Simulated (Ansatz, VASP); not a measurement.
## One calculation of Cd, two programs

Contents of INCAR:

```
SYSTEM = Cd
PREC     = Accurate       ! precision mode
ENCUT    = 520            ! plane-wave cutoff, eV
EDIFF    = 1E-7           ! SCF threshold, eV
ISMEAR   = -1             ! smearing method
SIGMA    = 0.1            ! smearing width, eV
LREAL    = .False.        ! projectors in reciprocal space
LASPH    = .True.         ! aspherical terms in the spheres
NELM     = 60             ! most SCF steps
ALGO     = Normal         ! electronic algorithm
ISIF     = 2              ! what is computed and relaxed
LWAVE    = .False.        ! write WAVECAR
LCHARG   = .False.        ! write CHGCAR
GGA      = PS             ! functional
NBANDS   = 32             ! bands
```

The input KPOINTS:

```
regular mesh
0
Gamma
  13 13 4
  0 0 0
```

Contents of POSCAR:

```
Cd
1.0
    3.0311213933      0.0000000000      0.0000000000
   -1.5155606966      2.6250281285      0.0000000000
    0.0000000000      0.0000000000      9.6511901051
Cd
4
Direct
    1.0000000000      0.0000000000      0.0000000000
    1.0000000000      0.0000000000      0.5000000000
    0.3333333333      0.6666666667      0.2500000000
    0.6666666667      0.3333333333      0.7500000000
```

Input for Ansatz:

```yaml
crystal:
  lattice:
    - [3.0311213933, 0.0, 0.0]
    - [-1.5155606966, 2.6250281285, 0.0]
    - [0.0, 0.0, 9.6511901051]
  atoms:
    - { symbol: Cd, position: [1.0, 0.0, 0.0] }
    - { symbol: Cd, position: [1.0, 0.0, 0.5] }
    - { symbol: Cd, position: [0.3333333333, 0.6666666667, 0.25] }
    - { symbol: Cd, position: [0.6666666667, 0.3333333333, 0.75] }
hamiltonian:
  xc: pbesol
  pseudopotentials:
    kind: paw
    azcp:
      Cd: "pseudopotentials/Cd.paw.azcp"
basis:
  ecutwfc: 420
  fft_grid_basis: typed
kpoints:
  mp_grid: { grid: [13, 13, 4], shift: [0, 0, 0] }
magnetization:
  spin_polarized: false
scf:
  occupations: { method: fermi_dirac, width: 0.1 }
  lower_state_search: "off"
output:
  stress: true
  write_density: true
  write_potential: true
  elf: true
  volumetric_format: npy
```

Alike in both runs: task single point; functional PBEsol; k mesh 13 × 13 × 4; occupations fermi-dirac, width 0.1 eV; no spin polarisation.

|  | VASP | Ansatz |
| --- | --- | --- |
| version | VASP 6.6.1 | Ansatz 0.2.0 |
| potentials or method | VASP PAW PBE potentials, release 64 (Cd), cutoff 520 eV | plane waves (420 eV) with PAW, scalar-relativistic |
| valence electrons in the cell | 48 | 80 |

Ansatz gave:

| Property | Result |
| --- | --- |
| pressure (GPa) | 6.3 |
| traceless stress, the component that is largest in VASP (GPa) | 0.34 |

**Question.** Estimate VASP's values.

**Answer.** Pressure (GPa): 6.8; traceless stress, the component that is largest in VASP (GPa): 0.36.

VASP's potentials were made for PBE, not for PBEsol, and Ansatz warns of the same on its side. The functional is the same, so the differences come from potentials, cutoffs and numerics. VASP's potentials hold 48 valence electrons a cell and Ansatz's 80, so a difference there can come from the potentials and not from the codes.
